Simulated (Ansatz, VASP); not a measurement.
# Ti3Pt: VASP beside Ansatz

```
Ti Pt
1.0
     5.03000    0.00000    0.00000
     0.00000    5.03000    0.00000
     0.00000    0.00000    5.03000
Ti Pt
6 2
Cartesian
  1.2575 0.0000 2.5150
  2.5150 3.7725 0.0000
  3.7725 0.0000 2.5150
  2.5150 1.2575 0.0000
  0.0000 2.5150 3.7725
  0.0000 2.5150 1.2575
  0.0000 0.0000 0.0000
  2.5150 2.5150 2.5150
```

Alike in both runs: task single point; functional PBEsol; k mesh 4 × 4 × 4; occupations gaussian, width 0.1 eV; no spin polarisation.

|  | VASP | Ansatz |
| --- | --- | --- |
| version | VASP 6.6.1 | Ansatz 0.2.0 |
| potentials or method | VASP PAW PBE potentials, release 64 (Ti_sv, Pt), cutoff 500 eV | scalar-relativistic, plane waves, PAW |
| valence electrons in the cell | 92 | 108 |

VASP gave:

| Item | Value |
| --- | --- |
| gap on the k mesh at the Fermi level (eV) | none |
| pressure (GPa) | -5.1 |

What did Ansatz give for the same quantities?

gap on the k mesh at the Fermi level (eV): none; pressure (GPa): -4.8.

VASP's potentials were made for PBE, not for PBEsol. A gap of «none» marks a metal or a gap that the smearing closes. With one functional, cell and mesh, what is left measures potentials, basis and numerics. VASP's potentials hold 92 valence electrons a cell and Ansatz's 108, so a difference there can come from the potentials and not from the codes.

Neither program's run includes spin-orbit coupling.
